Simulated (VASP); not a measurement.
# AlNi4: single point with PBE

The system is AlNi4.

```
Al Ni
1.0
     2.51362    0.00000    0.00000
    -1.25681    2.17686    0.00000
     0.00000    0.00000   20.39995
Al Ni
2 8
Direct
  0.66667 0.33333 0.80000
  0.66667 0.33333 0.20000
  0.33333 0.66667 0.70000
  0.33333 0.66667 0.90000
  0.33333 0.66667 0.10000
  0.33333 0.66667 0.30000
  0.33333 0.66667 0.50000
  0.66667 0.33333 0.00000
  0.66667 0.33333 0.40000
  0.66667 0.33333 0.60000
```

```
Program             : VASP 6.6.1
Task                : single point
Functional          : PBE
Potentials or basis : VASP PAW PBE potentials, release 64 (Al, Ni)
Cutoff              : 520 eV
k mesh              : 6 × 6 × 1
Occupations         : gaussian, width 0.1 eV
Spin                : collinear spin, ferromagnetic start
Starting moments    : [0.0, 0.0, 2.0, 2.0, 2.0, 2.0, 2.0, 2.0, 2.0, 2.0] μB
```

| Quantity | Value |
| --- | --- |
| Pressure | 5.9 GPa |
| Largest force | 0.325 eV/Å |
| Net moment | 3.65 μB per cell |
| Site moments | Al +0.01; Ni +0.33, +0.70, +0.49, +0.60 μB |
| Valence electrons inside the program's atomic spheres | Al 0.89; Ni 9.38, 9.26, 9.27 |

Forces in eV/Å, atoms in the order of the input:
```
Al   0.000  0.000  0.009
Al   0.000  0.000 -0.009
Ni   0.000  0.000  0.325
Ni   0.000  0.000 -0.323
Ni   0.000  0.000  0.323
Ni   0.000  0.000 -0.325
Ni   0.000  0.000  0.000
Ni   0.000  0.000  0.000
Ni   0.000  0.000  0.131
Ni   0.000  0.000 -0.131
```

Stress tensor (GPa, compression positive):
```
10.47  0.00  0.00
 0.00 10.47  0.00
 0.00  0.00 -3.39
```

Levels at points of the mesh, in eV from the Fermi level:
Spin up:
| k point | band 44 | band 45 | band 46 | band 47 | band 48 | band 49 | band 50 | band 51 |
| --- | --- | --- | --- | --- | --- | --- | --- | --- |
| (0.00, 0.00, 0.00) | -0.93 | -0.75 | -0.75 | -0.70 | -0.70 | -0.57 | -0.57 | 3.02 |
| (0.50, 0.00, 0.00) | -0.25 | 0.50 | 0.61 | 1.13 | 1.92 | 2.18 | 2.72 | 3.59 |
Spin down:
| k point | band 40 | band 41 | band 42 | band 43 | band 44 | band 45 | band 46 | band 47 | band 48 | band 49 |
| --- | --- | --- | --- | --- | --- | --- | --- | --- | --- | --- |
| (0.00, 0.00, 0.00) | -0.77 | -0.58 | -0.58 | -0.46 | -0.46 | -0.18 | -0.18 | -0.15 | -0.15 | 0.00 |
| (0.50, 0.00, 0.00) | 0.20 | 0.23 | 0.27 | 0.29 | 0.32 | 0.76 | 0.99 | 1.36 | 2.07 | 2.33 |

It took 12 min on 1 thread of AMD EPYC 7R13, with other jobs on the host, peak memory 0.29 GiB.

Caveat: the k points lie up to 0.48 Å⁻¹ apart.
